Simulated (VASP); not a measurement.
Here is a VASP 6.6.1 calculation.

INCAR

```
ALGO = Normal ; EDIFF = 1E-6
ENCUT = 520 ; GGA = PE
ISIF = 2 ; ISMEAR = 0
LASPH = T ; LCHARG = F
LREAL = F ; LWAVE = F
NBANDS = 15 ; NELM = 60
PREC = Accurate ; SIGMA = 0.15
```

The input KPOINTS:

```
k-points
0
Gamma
  24 24 24
```

Contents of POSCAR:

```
TaN
1.0
    0.0000000000      1.8773395618      2.2086347786
    2.2086347786      0.0000000000      2.2086347786
    2.2086347786      1.8773395618      0.0000000000
Ta N
1 1
Direct
    0.5000000000      0.5000000000      0.5000000000
    0.0000000000      0.0000000000      0.0000000000
```

Potentials or basis: VASP PAW PBE potentials, release 64 (Ta_pv, N).

The run is started by

```console
$ cat potpaw_PBE.64/Ta_pv/POTCAR potpaw_PBE.64/N/POTCAR > POTCAR
$ mpirun -np 1 vasp_std > vasp.out
```

**Question.** Predict the band gap on the k mesh.

**Answer.** Zero (band 8 reaches 13.46 eV, above the bottom of band 9 at 8.29 eV).

**Question.** Predict the pressure.

**Answer.** 113.9 GPa.

Stress tensor (GPa, compression positive):
```
 36.89   0.00   0.00
  0.00 267.83   0.00
  0.00   0.00  36.89
```

Caveat: the cell differs from its parent crystal (strain -0.1500 x Voigt [0, 1, 0, 0, 0, 0]); spin-orbit coupling is left out, which moves the levels of the heavy elements.
